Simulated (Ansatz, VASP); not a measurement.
## Two plane-wave programs on O

INCAR

```
SYSTEM = O
ALGO = Normal
EDIFF = 1E-6
ENCUT = 520
GGA = PS
ISIF = 2
ISMEAR = 0
LASPH = .True.
LCHARG = .True.
LELF = .True.
LREAL = .False.
LVHAR = .True.
LWAVE = .False.
NBANDS = 13
NELM = 100
PREC = Accurate
SIGMA = 0.15
```

Contents of KPOINTS:

```
k-points
0
Gamma
  22 22 22
  0 0 0
```

The input POSCAR:

```
O
1.0
    0.0000000000      1.6543593627      4.4625125492
    1.6600313256      0.0000000000      4.4625125492
    1.6600313256      1.6543593627      0.0000000000
O
2
Direct
    0.0675080576      0.0675080576      0.9324919424
    0.9324919424      0.9324919424      0.0675080576
```

Input for Ansatz:

```yaml
crystal:
  lattice:
    - [0.0, 1.6543593627, 4.4625125492]
    - [1.6600313256, 0.0, 4.4625125492]
    - [1.6600313256, 1.6543593627, 0.0]
  atoms:
    - { symbol: O, position: [0.0675080576, 0.0675080576, 0.9324919424] }
    - { symbol: O, position: [0.9324919424, 0.9324919424, 0.0675080576] }
basis:
  ecutwfc: 520.0
kpoints:
  mp_grid: { grid: [22, 22, 22] }
hamiltonian:
  xc: pbesol
scf:
  occupations: { method: gaussian, width: 0.15 }
output:
  forces: true
  stress: true
  eigenvalues: true
  write_density: true
  write_potential: true
  elf: true
  volumetric_format: npy
```

Alike in both runs: task single point; functional PBEsol; k mesh 22 × 22 × 22; occupations gaussian, width 0.15 eV; no spin polarisation.

|  | VASP | Ansatz |
| --- | --- | --- |
| version | VASP 6.6.1 | Ansatz 0.2.0 |
| potentials or method | VASP PAW PBE potentials, release 64 (O), cutoff 520 eV | scalar-relativistic, plane waves, PAW |
| valence electrons in the cell | 12 | 12 |

```tsv
	VASP	Ansatz	Ansatz less VASP
gap on the k mesh at the Fermi level (eV)	none	none	-
pressure (GPa)	3.5	0.0	-3.56
traceless stress, the component that is largest in VASP (GPa)	7.69	0.01	-7.681
rms of the force components (eV/Å)	0.856	0.003	-0.8532
```

VASP's potentials were made for PBE, not for PBEsol. Atom by atom the forces differ by 0.859 eV/Å (rms over components). A gap of «none» marks a metal or a gap that the smearing closes.

Noted on VASP's run: the standard files for N, O and F lose accuracy on very short bonds; spin is off for a triplet molecule.
